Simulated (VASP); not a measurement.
# H (P6_3/mmc) in VASP: further runs, part 3 of 3

VASP 6.6.1.

## 5. Electric field gradients, PBE (volume scaled by 0.9405)

File INCAR:

```
PREC = Accurate
ENCUT = 400
EDIFF = 1E-8
ISMEAR = -1
SIGMA = 0.05
LREAL = F
LASPH = T
NELM = 120
ALGO = Normal
ISIF = 2
LWAVE = F
LCHARG = F
GGA = PE
LEFG = T
NBANDS = 8
GGA_COMPAT = F
```

File KPOINTS:

```
regular mesh
0
Gamma
  17 17 9
```

File POSCAR:

```
H
1.0
    1.8931859138      0.0000000000      0.0000000000
   -0.9465929569      1.6395470954      0.0000000000
    0.0000000000      0.0000000000      1.8661603132
H
2
Direct
    0.3333333333      0.6666666667      0.2500000000
    0.6666666667      0.3333333333      0.7500000000
```

Potentials or basis: VASP PAW PBE potentials, release 64 (H).

Started as:

```sh
> cat potpaw_PBE.64/H/POTCAR > POTCAR
> mpirun -np 1 vasp_std > vasp.out
```

OUTCAR:

```text
PREC = Accurate
   ENCUT = 400
   EDIFF = 1E-8
   ISMEAR = -1
   LREAL = F
   LASPH = T
   NELM = 120
   ISIF = 2
   GGA = PE

 ion  position               nearest neighbor table
   1  0.333  0.667  0.250-
   2  0.667  0.333  0.750-

  LATTYP: Found a hexagonal cell.
 ALAT       =     1.8931859138
 C/A-ratio  =     0.9857248037

  Lattice vectors:

 A1 = (   1.8931859138,   0.0000000000,   0.0000000000)
 A2 = (  -0.9465929569,   1.6395470954,   0.0000000000)
 A3 = (   0.0000000000,   0.0000000000,   1.8661603132)

Analysis of symmetry for initial positions (statically):
=====================================================================
 Subroutine PRICEL returns:
 Original cell was already a primitive cell.

 Routine SETGRP: Setting up the symmetry group for a
 hexagonal supercell.

 Subroutine GETGRP returns: Found 24 space group operations
 (whereof 12 operations were pure point group operations)
 out of a pool of 24 trial point group operations.
[... 451 lines left out ...]
      direct lattice vectors                 reciprocal lattice vectors
     1.893185914  0.000000000  0.000000000     0.528210142  0.304962268  0.000000000
    -0.946592957  1.639547095  0.000000000     0.000000000  0.609924535  0.000000000
     0.000000000  0.000000000  1.866160313     0.000000000  0.000000000  0.535859643

 POSITION                                       TOTAL-FORCE (eV/Angst)
 -----------------------------------------------------------------------------------
     -0.00000      1.09303      0.46654        -0.000000     -0.000000      0.000000
      0.94659      0.54652      1.39962         0.000000      0.000000      0.000000
 -----------------------------------------------------------------------------------
    total drift:                               -0.000000      0.000000     -0.000000

  FREE ENERGIE OF THE ION-ELECTRON SYSTEM (eV)
  ---------------------------------------------------
  free  energy   TOTEN  =        -4.5273855870 eV

  energy  without entropy=       -4.5257231668  energy(sigma->0) =       -4.52655438

 Electric field gradients (V/A^2)
---------------------------------------------------------------------
 ion       V_xx      V_yy      V_zz      V_xy      V_xz      V_yz
---------------------------------------------------------------------
   1       0.009     0.006    -0.015    -0.002     0.000    -0.000
   2       0.009     0.006    -0.015    -0.002    -0.000     0.000
---------------------------------------------------------------------

 Electric field gradients after diagonalization (V/A^2)
 (convention: |V_zz| > |V_xx| > |V_yy|)
----------------------------------------------------------------------
 ion       V_xx      V_yy      V_zz     asymmetry (V_yy - V_xx)/ V_zz
----------------------------------------------------------------------
   1       0.010     0.005    -0.015       0.335
   2       0.010     0.005    -0.015       0.335
----------------------------------------------------------------------

           NMR quadrupolar parameters

 Cq : quadrupolar parameter    Cq=e*Q*V_zz/h
 eta: asymmetry parameters     (V_yy - V_xx)/ V_zz
 Q  : nuclear electric quadrupole moment in mb (millibarn)
----------------------------------------------------------------------
 ion       Cq(MHz)       eta       Q (mb)
----------------------------------------------------------------------
   1      -0.000       0.335       1.000
   2      -0.000       0.335       1.000
----------------------------------------------------------------------
```

stdout:

```text
POSCAR found type information on POSCAR H
 POSCAR found :  1 types and       2 ions
 scaLAPACK will be used
 LDA part: xc-table for (Slater+PW92), standard interpolation
 POSCAR, INCAR and KPOINTS ok, starting setup
 FFT: planning ... GRIDC
 FFT: planning ... GRID_SOFT
 FFT: planning ... GRID
 WAVECAR not read
 entering main loop
ion   1

ion   2
```

Wall time 6.6 s (1 thread of Intel Xeon 8259CL, shared host); peak memory 0.1 GiB.

What came out:

| Quantity | Value |
| --- | --- |
| Free energy | -4.5274 eV |
| Pressure | 4.6 GPa |
| Band gap on the k mesh | zero (band 1 reaches 7.42 eV, above the bottom of band 2 at -0.85 eV) |

Caveat: the k points lie up to 0.37 Å⁻¹ apart; without QUAD_EFG the Cq values of the log hold for a quadrupole moment of 1 mb, not for the nuclei.

## 6. Electric field gradients, PBE (volume scaled by 1.06)

File INCAR:

```
PREC = Accurate
ENCUT = 400
EDIFF = 1E-8
ISMEAR = -1
SIGMA = 0.05
LREAL = False
LASPH = True
NELM = 120
ALGO = Normal
ISIF = 2
LWAVE = False
LCHARG = False
GGA = PE
LEFG = True
NBANDS = 8
GGA_COMPAT = False
```

File KPOINTS:

```
Automatic mesh
0
Gamma
  17 17 9
```

File POSCAR:

```
H
1.0
    1.9701938220      0.0000000000      0.0000000000
   -0.9850969110      1.7062379003      0.0000000000
    0.0000000000      0.0000000000      1.9420689184
H
2
Direct
    0.3333333333      0.6666666667      0.2500000000
    0.6666666667      0.3333333333      0.7500000000
```

Potentials or basis: VASP PAW PBE potentials, release 64 (H).

Started as:

```sh
> cat potpaw_PBE.64/H/POTCAR > POTCAR
> mpirun -np 1 vasp_std > vasp.out
```

OUTCAR:

```text
PREC = Accurate
   ENCUT = 400
   EDIFF = 1E-8
   ISMEAR = -1
   LREAL = False
   LASPH = True
   NELM = 120
   ISIF = 2
   GGA = PE

 ion  position               nearest neighbor table
   1  0.333  0.667  0.250-
   2  0.667  0.333  0.750-

  LATTYP: Found a hexagonal cell.
 ALAT       =     1.9701938220
 C/A-ratio  =     0.9857248037

  Lattice vectors:

 A1 = (   1.9701938220,   0.0000000000,   0.0000000000)
 A2 = (  -0.9850969110,   1.7062379003,   0.0000000000)
 A3 = (   0.0000000000,   0.0000000000,   1.9420689184)
[... 475 lines left out ...]

  FREE ENERGIE OF THE ION-ELECTRON SYSTEM (eV)
  ---------------------------------------------------
  free  energy   TOTEN  =        -4.5303578333 eV

  energy  without entropy=       -4.5286415327  energy(sigma->0) =       -4.52949968

 Electric field gradients (V/A^2)
---------------------------------------------------------------------
 ion       V_xx      V_yy      V_zz      V_xy      V_xz      V_yz
---------------------------------------------------------------------
   1       0.045     0.045    -0.090    -0.001    -0.000     0.000
   2       0.045     0.045    -0.090    -0.001     0.000    -0.000
---------------------------------------------------------------------

 Electric field gradients after diagonalization (V/A^2)
 (convention: |V_zz| > |V_xx| > |V_yy|)
----------------------------------------------------------------------
 ion       V_xx      V_yy      V_zz     asymmetry (V_yy - V_xx)/ V_zz
----------------------------------------------------------------------
   1       0.046     0.044    -0.090       0.014
   2       0.046     0.044    -0.090       0.014
----------------------------------------------------------------------

           NMR quadrupolar parameters

 Cq : quadrupolar parameter    Cq=e*Q*V_zz/h
 eta: asymmetry parameters     (V_yy - V_xx)/ V_zz
 Q  : nuclear electric quadrupole moment in mb (millibarn)
----------------------------------------------------------------------
 ion       Cq(MHz)       eta       Q (mb)
----------------------------------------------------------------------
   1      -0.000       0.014       1.000
   2      -0.000       0.014       1.000
----------------------------------------------------------------------
```

stdout:

```text
POSCAR found type information on POSCAR H
 POSCAR found :  1 types and       2 ions
 scaLAPACK will be used
 LDA part: xc-table for (Slater+PW92), standard interpolation
 POSCAR, INCAR and KPOINTS ok, starting setup
 FFT: planning ... GRIDC
 FFT: planning ... GRID_SOFT
 FFT: planning ... GRID
 WAVECAR not read
 entering main loop
ion   1

ion   2
```

It used 5.8 s of CPU time on 1 thread of Intel Xeon 8259CL (shared host).

What came out:

```
Free energy            : -4.5304 eV
Pressure               : -7.3 GPa
Band gap on the k mesh : zero (band 1 reaches 5.99 eV, above the bottom of band 2 at -1.40 eV)
```

Stress tensor (GPa, compression positive):
```
-7.14  0.00  0.00
 0.00 -7.14  0.00
 0.00  0.00 -7.61
```

Caveat: without QUAD_EFG the Cq values of the log hold for a quadrupole moment of 1 mb, not for the nuclei.

## 7. Overview

```csv
cell,cutoff (eV),gap on the mesh (eV),pressure (GPa)
"a = 1.919, b = 1.919, c = 1.892 Å, angles 90.0, 90.0, 120.0°, 2 atoms",520,none,1.7
"a = 1.945, b = 1.945, c = 1.917 Å, angles 90.0, 90.0, 120.0°, 2 atoms",520,none,-2.3
"a = 1.970, b = 1.970, c = 1.942 Å, angles 90.0, 90.0, 120.0°, 2 atoms",520,none,-5.8
"a = 1.893, b = 1.893, c = 1.866 Å, angles 90.0, 90.0, 120.0°, 2 atoms",400,none,4.6
"a = 1.970, b = 1.970, c = 1.942 Å, angles 90.0, 90.0, 120.0°, 2 atoms",400,none,-7.3
```

Alike in all rows: task electric field gradients; level PBE; potentials or basis VASP PAW PBE potentials, release 64 (H); no spin polarisation; k mesh 17 × 17 × 9; smearing fermi-dirac 0.05 eV.

Caveats: some runs use coarse meshes.

Absolute energies hang on the potentials; compare differences alone.
